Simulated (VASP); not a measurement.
Crystal: C.

```
CELL_PARAMETERS angstrom
0.00000 1.79416 1.75146
1.79416 0.00000 1.75146
1.79416 1.79416 0.00000
ATOMIC_POSITIONS crystal
C 0.50000 0.50000 0.50000
C 0.75000 0.75000 0.75000
```

This cell differs from its parent crystal: volume 5.638 Å^3 an atom, c/a of the conventional cell 0.9762.

Base run:

| Property | Result |
| --- | --- |
| Program | VASP 6.6.1 |
| Functional | LDA |
| Potentials or basis | VASP PAW LDA potentials, release 64 (C) |
| Cutoff | 520 eV |
| k mesh | 12 × 12 × 12 |
| Occupations | gaussian, width 0.05 eV |
| Spin | no spin polarisation |

Its results: band gap on the k mesh 3.53 eV, indirect (least direct gap 5.13 eV); pressure -9.1 GPa.

Problem. The run is repeated on the same cell with these changes: potentials or basis from VASP PAW LDA potentials, release 64 (C) to VASP PAW LDA potentials, release 64 (C_h); cutoff from 520 eV to 910 eV. What comes out?

Solution. Band gap on the k mesh 3.53 eV, indirect (least direct gap 5.13 eV); pressure -9.9 GPa.

Caveats: the cutoff is under 1.25 times the usual one of these potentials, so pressure, stress and relaxed cells hold a basis-set (Pulay) error (some runs).

A k mesh can miss the band edges.
